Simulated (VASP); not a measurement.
CaB2, 3 atoms in the cell. Symmetry: R3m, No. 160, trigonal system. Conventional cell: a = 3.227 Å, b = 3.227 Å, c = 13.073 Å, α = 90.00°, β = 90.00°, γ = 120.00°. Ca (site symmetry 3m) has 10 B at 2.52 to 3.07 Å and 6 Ca at 3.23 Å within 3.3 Å. B (site symmetry 3m) has 3 B at 1.87 Å within 2.5 Å. Within 2.5 Å of B (site symmetry 3m) lie 3 B at 1.87 Å. 

```yaml
Program: VASP 6.6.1
Task: single point
Functional: PBE
Potentials_or_basis: VASP PAW PBE potentials, release 64 (Ca_sv, B)
Cutoff: 520 eV
k_mesh: 6 × 6 × 6
Occupations: gaussian, width 0.1 eV
Spin: no spin polarisation
Dipole_correction: no
Further_INCAR_settings: ALGO = Normal; EDIFF = 1e-07; NBANDS = 15
```

Potentials or basis: VASP PAW PBE potentials, release 64 (Ca_sv, B).

Launch:

```sh
$ cat potpaw_PBE.64/Ca_sv/POTCAR potpaw_PBE.64/B/POTCAR > POTCAR
$ mpirun -np 1 vasp_std > vasp.out
```

Hardware: 1 thread of Intel(R) Xeon(R) 6975P-C (Granite Rapids), with other jobs on the host.

Q: How long does it take, and how much memory?

A: Wall time 16 s on 1 thread of Intel(R) Xeon(R) 6975P-C (Granite Rapids), with other jobs on the host, peak memory 0.2 GiB. Counts: scf iterations 16, k points 32.
